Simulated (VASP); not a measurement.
Here is a VASP 6.6.1 calculation.

The input INCAR:

```
  ALGO = Normal
  EDIFF = 1E-6
  EDIFFG = -0.01
  ENCUT = 600
  GGA = PS
  IBRION = 2
  ISIF = 3
  ISMEAR = -1
  LASPH = T
  LCHARG = F
  LREAL = F
  LWAVE = F
  NELM = 80
  NSW = 80
  PREC = Accurate
  SIGMA = 0.1
```

The input KPOINTS:

```
k-points
0
Gamma
  5 5 7
```

The input POSCAR:

```
K
1.0
    7.3867433931      0.0000000000      0.0000000000
   -3.6933716966      6.3971074297      0.0000000000
    0.0000000000      0.0000000000      4.5280737000
K
3
Direct
    0.0000000000      0.0000000000      0.0000000000
    0.3333333333      0.6666666667      0.5000000000
    0.6666666667      0.3333333333      0.5000000000
```

Potentials or basis: VASP PAW PBE potentials, release 64 (K_sv).

Launch:

```sh
$ cat potpaw_PBE.64/K_sv/POTCAR > POTCAR
$ mpirun -np 1 vasp_std > vasp.out
```

**Question.** Predict the relaxed volume.

**Answer.** 71.58 Å³/atom.

**Question.** What does it give for the relaxed cell?

**Answer.** a = 7.468 Å, b = 7.468 Å, c = 4.446 Å, α = 90.00°, β = 90.00°, γ = 120.00°.

Final structure:
```
K
1.0
     7.46777    0.00000    0.00000
    -3.73389    6.46728    0.00000
     0.00000    0.00000    4.44627
K
3
Direct
  0.00000 0.00000 0.00000
  0.33333 0.66667 0.50000
  0.66667 0.33333 0.50000
```

Caveat: the PAW data sets were made with another functional, which shifts forces and pressure a little.
